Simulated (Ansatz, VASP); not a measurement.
## One calculation of WAu, two programs

```
W Au
1.0
     0.00000    2.76618    2.76618
     2.76618    0.00000    2.76618
     2.76618    2.76618    0.00000
W Au
1 1
Direct
  0.00000 0.00000 0.00000
  0.75000 0.75000 0.75000
```

Change from the starting cell: volume scaled by 1.02.

Alike in both runs: task single point; functional PBE; k mesh 8 × 8 × 8; occupations fermi-dirac, width 0.05 eV; no spin polarisation.

|  | VASP | Ansatz |
| --- | --- | --- |
| version | VASP 6.6.1 | Ansatz 0.2.0 |
| potentials or method | VASP PAW PBE potentials, release 64 (W_sv, Au), cutoff 520 eV | all-electron LAPW, scalar-relativistic |

VASP gave:

```
gap on the k mesh at the Fermi level (eV) : none
pressure (GPa)                            : 27.9
```

Problem. What did Ansatz give for the same quantities?

Solution. gap on the k mesh at the Fermi level (eV): none; pressure (GPa): 27.6.

A gap of «none» marks a metal or a gap that the smearing closes. Ansatz ran all-electron here, and VASP with PAW potentials.

Spin-orbit coupling is off throughout.
